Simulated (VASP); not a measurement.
Set up this calculation in VASP 6.6.1, as the native input.

```yaml
Task: relaxation of cell and atoms
Functional: PBE
Potentials_or_basis: VASP PAW PBE potentials, release 64 (Bi_d, O)
Cutoff: 600 eV
k_mesh: 12 × 12 × 10
Occupations: gaussian, width 0.1 eV
Spin: no spin polarisation
Dipole_correction: no
Further_INCAR_settings: ALGO = Normal; EDIFF = 1e-07; IBRION = 2; EDIFFG = -0.01; NSW = 100; ISIF = 3
```

The structure of BiO4 lies in POSCAR:

```
BiO4
1.0
    4.5221408083      0.0000000000      0.0000000000
   -2.2610704042      3.9162888195      0.0000000000
    0.0000000000      0.0000000000      4.2007801765
Bi O
1 4
Direct
    0.0000000000      0.0000000000      0.5000000000
    0.5000000000      0.0000000000      0.5000000000
    0.0000000000      0.5000000000      0.5000000000
    0.5000000000      0.5000000000      0.5000000000
    0.0000000000      0.0000000000      0.0000000000
```

The input as run:

INCAR

```
SYSTEM = BiO4
ALGO = Normal ; EDIFF = 1E-7
EDIFFG = -0.01 ; ENCUT = 600
GGA = PE ; IBRION = 2
ISIF = 3 ; ISMEAR = 0
LASPH = .True. ; LCHARG = .False.
LREAL = .False. ; LWAVE = .False.
NELM = 80 ; NSW = 100
PREC = Accurate ; SIGMA = 0.1
```

KPOINTS

```
k-points
0
Gamma
  12 12 10
  0 0 0
```

Potentials or basis: VASP PAW PBE potentials, release 64 (Bi_d, O).

The run is started by

```bash
$ cat potpaw_PBE.64/Bi_d/POTCAR potpaw_PBE.64/O/POTCAR > POTCAR
$ mpirun -np 1 vasp_std > vasp.out
```

Results of the run:

```json
{
 "Relaxed volume": "14.70 Å³/atom",
 "Relaxed cell": "a = 4.517 Å, b = 4.517 Å, c = 4.160 Å, α = 90.00°, β = 90.00°, γ = 120.00°",
 "Space group after relaxing (to 0.05 Å)": "P6/mmm (No. 191)",
 "Energy gained by relaxing": "1.0 meV/atom",
 "Ionic steps": "4",
 "Pressure after relaxing": "0.0 GPa"
}
```

Caveat: an odd number of electrons without spin polarisation forces a metal; a magnetic or distorted state may lie lower.

Run time: 4.2 min on 1 thread of Intel(R) Xeon(R) 6975P-C (Granite Rapids) (shared host), peak memory 0.35 GiB.
